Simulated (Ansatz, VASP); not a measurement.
B2P in VASP and in Ansatz

INCAR

```
SYSTEM = B2P
PREC = Accurate ; ENCUT = 520
EDIFF = 1E-6 ; ISMEAR = 0
SIGMA = 0.1 ; LREAL = .False.
LASPH = .True. ; NELM = 100
ALGO = Normal ; ISIF = 2
LWAVE = .False. ; LCHARG = .True.
GGA = PE ; LELF = .True.
LVHAR = .True. ; NBANDS = 20
```

Contents of KPOINTS:

```
Automatic mesh
0
Gamma
  6 4 6
  0 0 0
```

The input POSCAR:

```
B2P
1.0
    3.8986838421      0.0000000000      0.0000000000
    0.0000000000      4.7583135423      0.0000000000
    0.0000000000      0.0000000000      2.9704592006
B P
4 2
Direct
    0.2004000000      0.3787000000      0.0000000000
    0.7996000000      0.6213000000      0.0000000000
    0.7004000000      0.1213000000      0.5000000000
    0.2996000000      0.8787000000      0.5000000000
    0.0000000000      0.0000000000      0.0000000000
    0.5000000000      0.5000000000      0.5000000000
```

Input for Ansatz:

```yaml
crystal:
  lattice:
    - [3.8986838421, 0.0, 0.0]
    - [0.0, 4.7583135423, 0.0]
    - [0.0, 0.0, 2.9704592006]
  atoms:
    - { symbol: B, position: [0.2004, 0.3787, 0.0] }
    - { symbol: B, position: [0.7996, 0.6213, 0.0] }
    - { symbol: B, position: [0.7004, 0.1213, 0.5] }
    - { symbol: B, position: [0.2996, 0.8787, 0.5] }
    - { symbol: P, position: [0.0, 0.0, 0.0] }
    - { symbol: P, position: [0.5, 0.5, 0.5] }
basis:
  ecutwfc: 420
kpoints:
  mp_grid: { grid: [6, 4, 6] }
hamiltonian:
  xc: pbe
scf:
  occupations: { method: gaussian, width: 0.1 }
  lower_state_search: "off"
output:
  forces: true
  stress: true
  eigenvalues: true
```

Alike in both runs: task single point; functional PBE; k mesh 6 × 4 × 6; occupations gaussian, width 0.1 eV; no spin polarisation.

```csv
,VASP,Ansatz
version,VASP 6.6.1,Ansatz 0.2.0
potentials or method,"VASP PAW PBE potentials, release 64 (B, P), cutoff 520 eV","scalar-relativistic, plane waves, PAW"
valence electrons in the cell,22,22
```

Ansatz gave:

* gap on the k mesh at the Fermi level (eV): none
* pressure (GPa): 19.1
* traceless stress, the component that is largest in VASP (GPa): -12.88
* rms of the force components (eV/Å): 1.162

Problem. What did VASP give for the same quantities?

Solution. gap on the k mesh at the Fermi level (eV): none; pressure (GPa): 18.8; traceless stress, the component that is largest in VASP (GPa): -12.82; rms of the force components (eV/Å): 1.157.

Atom by atom the forces differ by 0.004 eV/Å (rms over components). A gap of «none» marks a metal or a gap that the smearing closes. With one functional, cell and mesh, what is left measures potentials, basis and numerics.
